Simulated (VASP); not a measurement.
# Ge (I4/mmm) in VASP: further runs

Runs on Ge. Level: HSE06. Tasks: single point.

Everything below comes from runs of VASP 6.6.1. Logs are shortened: lines on timing, memory, paths and dates and some standing lists are left out, and cuts for length are marked.

**1. The cell of the first run**

It takes space group I4/mmm (No. 139, tetragonal). Conventional cell: a = 3.195 Å, b = 3.195 Å, c = 3.721 Å, α = 90.00°, β = 90.00°, γ = 90.00°. Within 3.9 Å of Ge (site symmetry 4/mmm) lie 14 Ge at 2.93 to 3.72 Å.

**2. Single point, HSE06**

Contents of POSCAR:

```
Ge
1.0
   -1.5976249096      1.5976249096      1.8606079433
    1.5976249096     -1.5976249096      1.8606079433
    1.5976249096      1.5976249096     -1.8606079433
Ge
1
Direct
    0.5000000000      0.5000000000      0.0000000000
```

Contents of INCAR.step1:

```
SYSTEM = Ge
PREC     = Accurate       ! precision mode
ENCUT    = 520            ! plane-wave cutoff, eV
EDIFF    = 1E-5           ! SCF threshold, eV
ISMEAR   = -1             ! smearing method
SIGMA    = 0.05           ! smearing width, eV
LREAL    = .False.        ! projectors in reciprocal space
LASPH    = .True.         ! aspherical terms in the spheres
NELM     = 100            ! most SCF steps
ALGO     = Normal         ! electronic algorithm
ISIF     = 2              ! what is computed and relaxed
LWAVE    = .True.         ! write WAVECAR
GGA      = PE             ! functional
NBANDS   = 13             ! bands
```

Contents of INCAR.step2:

```
SYSTEM = Ge
PREC     = Accurate       ! precision mode
ENCUT    = 520            ! plane-wave cutoff, eV
EDIFF    = 1E-6           ! SCF threshold, eV
ISMEAR   = -1             ! smearing method
SIGMA    = 0.05           ! smearing width, eV
LREAL    = .False.        ! projectors in reciprocal space
LASPH    = .True.         ! aspherical terms in the spheres
NELM     = 100            ! most SCF steps
ALGO     = Normal         ! electronic algorithm
ISIF     = 2              ! what is computed and relaxed
LWAVE    = .False.        ! write WAVECAR
LCHARG   = .True.         ! write CHGCAR
GGA      = PE             ! functional
LHFCALC  = .True.         ! exact exchange
HFSCREEN = 0.2079         ! screening, 1/A
PRECFOCK = Normal       
LELF     = .True.         ! ELF
LVHAR    = .True.       
ISTART   = 1            
NBANDS   = 13             ! bands
```

Contents of KPOINTS:

```
Automatic mesh
0
Gamma
  6 6 6
  0 0 0
```

Potentials or basis: VASP PAW PBE potentials, release 64 (Ge_d).

On the command line:

```sh
cat potpaw_PBE.64/Ge_d/POTCAR > POTCAR
cp INCAR.step1 INCAR
mpirun -np 1 vasp_std > vasp.out
cp INCAR.step2 INCAR
mpirun -np 1 vasp_std > vasp.out
```

OUTCAR:

```text
SYSTEM = Ge
   PREC = Accurate
   ENCUT = 520
   EDIFF = 1E-6
   ISMEAR = -1
   LREAL = .False.
   LASPH = .True.
   NELM = 100
   ISIF = 2
   GGA = PE
   LHFCALC = .True.
   HFSCREEN = 0.2079
   PRECFOCK = Normal
   ISTART = 1

 ion  position               nearest neighbor table
   1  0.500  0.500  0.000-

  LATTYP: Found a body centered tetragonal cell.
 ALAT       =     3.1952498192
 C/A-ratio  =     1.1646087465

  Lattice vectors:

 A1 = (  -1.5976249096,   1.5976249096,   1.8606079433)
 A2 = (   1.5976249096,  -1.5976249096,   1.8606079433)
 A3 = (   1.5976249096,   1.5976249096,  -1.8606079433)

Analysis of symmetry for initial positions (statically):
=====================================================================
 Subroutine PRICEL returns:
 Original cell was already a primitive cell.

 Routine SETGRP: Setting up the symmetry group for a
 body centered tetragonal supercell.

 Subroutine GETGRP returns: Found 16 space group operations
 (whereof 16 operations were pure point group operations)
 out of a pool of 16 trial point group operations.

The static configuration has the point symmetry D_4h.

Analysis of symmetry for dynamics (positions and initial velocities):
=====================================================================
 Subroutine PRICEL returns:
 Original cell was already a primitive cell.

 Routine SETGRP: Setting up the symmetry group for a
 body centered tetragonal supercell.

 Subroutine GETGRP returns: Found 16 space group operations
 (whereof 16 operations were pure point group operations)
 out of a pool of 16 trial point group operations.

The dynamic configuration has the point symmetry D_4h.

 Subroutine INISYM returns: Found 16 space group operations
 (whereof 16 operations are pure point group operations),
 and found     1 'primitive' translations

----------------------------------------------------------------------------------------

                                     Primitive cell

  volume of cell :      18.9961

  direct lattice vectors                    reciprocal lattice vectors
    -1.597624910  1.597624910  1.860607943     0.000000000  0.312964574  0.268729370
     1.597624910 -1.597624910  1.860607943     0.312964574  0.000000000  0.268729370
     1.597624910  1.597624910 -1.860607943     0.312964574  0.312964574  0.000000000

  length of vectors
     2.926887873  2.926887873  2.926887873     0.412507332  0.412507332  0.442598746

  position of ions in fractional coordinates (direct lattice)
     0.500000000  0.500000000  0.000000000

  ion indices of the primitive-cell ions
   primitive index   ion index
                 1           1

----------------------------------------------------------------------------------------

 KPOINTS: Automatic mesh

Automatic generation of k-mesh.
 Grid dimensions read from file:
 generate k-points for:    6    6    6

 Generating k-lattice:

  Cartesian coordinates                     Fractional coordinates (reciprocal lattice)
     0.000000000  0.052160762  0.044788228     0.166666667 -0.000000000  0.000000000
     0.052160762  0.000000000  0.044788228    -0.000000000  0.166666667  0.000000000
     0.052160762  0.052160762  0.000000000     0.000000000  0.000000000  0.166666667

  Length of vectors
     0.068751222  0.068751222  0.073766458

  Shift w.r.t. Gamma in fractional coordinates (k-lattice)
     0.000000000  0.000000000  0.000000000

 Subroutine IBZKPT returns following result:
 ===========================================

 Found     30 irreducible k-points:

 Following reciprocal coordinates:
            Coordinates               Weight
  0.000000  0.000000  0.000000      1.000000
  0.166667 -0.000000  0.000000      8.000000
  0.333333  0.000000  0.000000      8.000000
  0.500000  0.000000  0.000000      4.000000
  0.166667  0.166667  0.000000      8.000000
  0.333333  0.166667  0.000000     16.000000
[... 16 lines left out ...]
 -0.333333 -0.333333  0.166667      8.000000
 -0.166667 -0.333333  0.166667      8.000000
 [... further k-points ...]
   k-points           NKPTS =     30   k-points in BZ     NKDIM =    216   number of bands    NBANDS=     13
   number of dos      NEDOS =    301   number of ions     NIONS =      1
   total plane-waves  NPLWV =  13824
   dimension x,y,z NGX =    24 NGY =   24 NGZ =   24
   dimension x,y,z NGXF=    48 NGYF=   48 NGZF=   48
   ions per type =               1
   NGX,Y,Z   is equivalent  to a cutoff of  13.63, 13.63, 13.63 a.u.
   NGXF,Y,Z  is equivalent  to a cutoff of  27.26, 27.26, 27.26 a.u.
 SYSTEM =  Ge
   PREC   = accura    normal or accurate (medium, high low for compatibility)
   ISTART =      1    job   : 0-new  1-cont  2-samecut
   ICHARG =      0    charge: 1-file 2-atom 10-const
   ISPIN  =      1    spin polarized calculation?
   LNONCOLLINEAR =      F non collinear calculations
   LSORBIT =      F    spin-orbit coupling
   LASPH  =      T    aspherical Exc in radial PAW
   ENCUT  =  520.0 eV  38.22 Ry    6.18 a.u.   5.44  5.44  5.44*2*pi/ulx,y,z
   NELM   =    100;   NELMIN=  2; NELMDL=  0     # of ELM steps
   EDIFF  = 0.1E-05   stopping-criterion for ELM
   LREAL  =      F    real-space projection
   EDIFFG = 0.1E-04   stopping-criterion for IOM
   NSW    =      0    number of steps for IOM
   IBRION =     -1    ionic relax: 0-MD 1-quasi-New 2-CG
   NFREE  =      0    steps in history (QN), initial steepest desc. (CG)
   ISIF   =      2    stress and relaxation
   ISYM   =      3    0-nonsym 1-usesym 2-fastsym
   POTIM  = 0.5000    time-step for ionic-motion
   TEBEG  =    0.0;   TEEND  =   0.0 temperature during run
   PSTRESS=    0.0 pullay stress
   NELECT =      14.0000    total number of electrons
   NUPDOWN=      -1.0000    fix difference up-down
   EMIN   =  10.00;   EMAX   =-10.00  energy-range for DOS
   EFERMI =   0.00;   METHOD = LEGACY
   ISMEAR =    -1;   SIGMA  =   0.05  broadening in eV -4-tet -1-fermi 0-gaus
   EFERMI_NEDOS =   21; number of points for ismear=-14 and -15
   IALGO  =     38    algorithm
   IMIX   =      1    mixing-type and parameters
     AMIX     =   0.40;   BMIX     =  1.00
     AMIX_MAG =   1.60;   BMIX_MAG =  1.00
  volume/ion in A,a.u.               =      19.00       128.19
  Fermi-wavevector in a.u.,A,eV,Ry     =   1.478754  2.794440 29.752052  2.186714
  Thomas-Fermi vector in A             =   2.592996
   LORBIT       =      0    0 simple, 1 ext, 2 COOP (PROOUT), +10 PAW based schemes
   GGA     = PE    functional components
   LHFCALC =     T    Hartree Fock is set to
   PRECFOCK=normal    Normal, Fast or Accurate (Low or Medium for compatibility)
   ENCUT4O =  -1.0   cutoff for four orbital integrals eV
   NKREDX  =     1    reduce k-point grid by
   NKREDY  =     1    reduce k-point grid by
   NKREDZ  =     1    reduce k-point grid by
   AEXX    =    0.2500 exact exchange contribution
   HFSCREEN=    0.2079 screening length (either q_TF or 0.3 A-1)
   HFSCREENC=   0.2079 screening length for correlation (either q_TF or 0.3 A-1)
   ENCUTFOCK=  -1.0 apply spherical cutoff to Coloumb kernel
   IVDW    =     0    specifies the selected vdW correction
   LEPSILON=     F    determine dielectric tensor
   LRPA    =     F    only Hartree local field effects (RPA)
 non-spin polarized calculation
  energy-cutoff  :      520.00
  volume of cell :       19.00
 maximum number of plane-waves:       522
 NGX is ok and might be reduce to    24
  NGX = 18; NGY = 18; NGZ = 18

 number of electron      13.9999995 magnetization

 Free energy of the ion-electron system (eV)
  ---------------------------------------------------
  ext. energy  EPLUGINS =         0.00000000
  ---------------------------------------------------
  free energy    TOTEN  =        -4.82683538 eV

  energy without entropy =       -4.82403212  energy(sigma->0) =       -4.82543375

 E-fermi :   6.7838     XC(G=0):  -9.2584

 val. band max:        6.6511834728   @ k =  -0.1667  -0.3333   0.1667
 cond. band min:       6.8304938007   @ k =   0.3333   0.3333   0.1667
 fundamental gap:      0.1793103279
 Fermi energy:         6.7837571771

 k-point     1 :       0.0000    0.0000    0.0000
  band No.  band energies     occupation
      1     -21.5042      2.00000
      2     -21.5042      2.00000
      3     -21.4808      2.00000
      4     -21.4464      2.00000
      5     -21.4104      2.00000
      6      -8.0463      2.00000
      7      16.5060      0.00000
      8      16.8549      0.00000
      9      16.8549      0.00000
     10      21.6149      0.00000
     11      21.6149      0.00000
     12      23.0213      0.00000
     13      23.1884      0.00000

 k-point     2 :       0.1667   -0.0000    0.0000
  band No.  band energies     occupation
      1     -21.5000      2.00000
      2     -21.4953      2.00000
      3     -21.4629      2.00000
      4     -21.4475      2.00000
      5     -21.4157      2.00000
      6      -7.2668      2.00000
      7      11.7033      0.00000
      8      15.1813      0.00000
      9      16.1786      0.00000
     10      20.1288      0.00000
     11      21.0882      0.00000
     12      22.8348      0.00000
     13      23.9084      0.00000

 k-point     3 :       0.3333    0.0000    0.0000
  band No.  band energies     occupation
      1     -21.5104      2.00000
      2     -21.4899      2.00000
      3     -21.4472      2.00000
      4     -21.4181      2.00000
      5     -21.4080      2.00000
      6      -4.9389      2.00000
      7       5.0397      2.00000
      8      13.3014      0.00000
      9      15.3774      0.00000
     10      18.6273      0.00000
     11      18.9678      0.00000
     12      22.4122      0.00000
     13      26.6906      0.00000
[... 305 lines left out ...]
 k-point    23 :      -0.3333   -0.3333    0.1667
  band No.  band energies     occupation
      1     -21.4901      2.00000
      2     -21.4730      2.00000
      3     -21.4613      2.00000
      4     -21.4099      2.00000
      5     -21.3969      2.00000
      6      -1.9447      2.00000
      7       4.9703      2.00000
      8       6.1691      1.99999
      9      13.1795      0.00000
     10      17.6912      0.00000
     11      17.8053      0.00000
     12      21.5261      0.00000
     13      30.0176      0.00000

 k-point    24 :      -0.1667   -0.3333    0.1667
  band No.  band energies     occupation
      1     -21.4864      2.00000
      2     -21.4776      2.00000
      3     -21.4476      2.00000
      4     -21.4414      2.00000
      5     -21.4090      2.00000
      6      -4.6242      2.00000
      7       6.6512      1.86820
      8      10.9904      0.00000
      9      12.8696      0.00000
     10      17.6840      0.00000
     11      20.9607      0.00000
     12      22.9679      0.00000
     13      24.3913      0.00000

 [... further k-points ...]

------------------------ aborting loop because EDIFF is reached ----------------------------------------

  FORCE on cell =-STRESS in cart. coord.  units (eV):
  Direction    XX          YY          ZZ          XY          YZ          ZX
  --------------------------------------------------------------------------------------
  -------------------------------------------------------------------------------------
  Total        0.4404389      0.4404389     -0.8336093      0.0000000     -0.0000000      0.0000000
  in kB       37.1476882     37.1476882    -70.3086246      0.0000000     -0.0000000      0.0000000
  external PRESSURE =       1.3289173 kB  Pullay stress =       0.0000000 kB

 VOLUME and BASIS-vectors are now :
 -----------------------------------------------------------------------------
  energy-cutoff  :      520.00
  volume of cell :       19.00
      direct lattice vectors                 reciprocal lattice vectors
    -1.597624910  1.597624910  1.860607943     0.000000000  0.312964574  0.268729370
     1.597624910 -1.597624910  1.860607943     0.312964574  0.000000000  0.268729370
     1.597624910  1.597624910 -1.860607943     0.312964574  0.312964574  0.000000000

 POSITION                                       TOTAL-FORCE (eV/Angst)
 -----------------------------------------------------------------------------------
      0.00000      0.00000      1.86061        -0.000000     -0.000000     -0.000000
 -----------------------------------------------------------------------------------
    total drift:                                0.000002     -0.000000      0.000002

  FREE ENERGIE OF THE ION-ELECTRON SYSTEM (eV)
  ---------------------------------------------------
  free  energy   TOTEN  =        -4.8268353779 eV

  energy  without entropy=       -4.8240321244  energy(sigma->0) =       -4.82543375
```

Wall time 15 min (1 thread of Intel Xeon 6975P-C (Granite Rapids), shared host); peak memory 0.24 GiB.

Results:

| Property | Result |
| --- | --- |
| Free energy | -4.8268 eV |
| Pressure | 0.1 GPa |
| Band gap on the k mesh | zero (bands 7 and 8 overlap by 12.99 eV) |

Stress tensor (GPa, compression positive):
```
 3.71  0.00  0.00
 0.00  3.71  0.00
 0.00  0.00 -7.03
```

Levels at points of the mesh, in eV from the Fermi level:
| k point | band 4 | band 5 | band 6 | band 7 | band 8 | band 9 | band 10 | band 11 |
| --- | --- | --- | --- | --- | --- | --- | --- | --- |
| (0.00, 0.00, 0.00) | -28.23 | -28.19 | -14.83 | 9.72 | 10.07 | 10.07 | 14.83 | 14.83 |
| (0.50, 0.00, 0.00) | -28.20 | -28.16 | -8.77 | -6.29 | 5.83 | 8.26 | 11.17 | 11.43 |
| (0.50, 0.50, 0.00) | -28.19 | -28.15 | -7.52 | -5.67 | 3.64 | 5.30 | 8.41 | 8.42 |
| (0.50, 0.50, 0.50) | -28.16 | -28.16 | -3.71 | -2.92 | 0.83 | 0.83 | 4.77 | 5.52 |

Caveat: the k points lie up to 0.43 Å⁻¹ apart, too coarse for converged energies and pressures of a metal; the PAW data sets were made with another functional, which shifts forces and pressure a little.

(Continued in part 2 of 2.)

The gap in the log of VASP goes by the Fermi energy; the results here count the filled bands.